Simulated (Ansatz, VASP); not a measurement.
AlN in VASP and in Ansatz

```xyz
4
Lattice="3.1033 0.0000 0.0000 -1.5517 2.6876 0.0000 0.0000 0.0000 4.9721" Properties=species:S:1:pos:R:3 pbc="T T T"
Al    0.0000    1.7917   -0.0042
Al    1.5517    0.8959    2.4819
N     0.0000    1.7917    1.8936
N     1.5517    0.8959    4.3796
```

Alike in both runs: functional r2SCAN; dispersion rVV10; k mesh 9 × 9 × 6; occupations gaussian, width 0.02 eV; no spin polarisation.

Ansatz relaxed the structure, and its values are those at the end. VASP's run is a single point on that final structure, the one shown.

|  | VASP | Ansatz |
| --- | --- | --- |
| version | VASP 6.6.1 | Ansatz 0.2.0 |
| potentials or method | VASP PAW PBE potentials, release 64 (Al, N), cutoff 520 eV | scalar-relativistic, plane waves, PAW |
| valence electrons in the cell | 16 | 16 |

Ansatz gave:

```
gap on the k mesh at the Fermi level (eV) : 4.87
least direct gap on the mesh (eV)         : 4.87
pressure (GPa)                            : 0.0
```

**Question.** Which values does VASP return?

**Answer.** gap on the k mesh at the Fermi level (eV): 4.91; least direct gap on the mesh (eV): 4.91; pressure (GPa): -0.3.

VASP's potentials were made for PBE, not for r2SCAN.
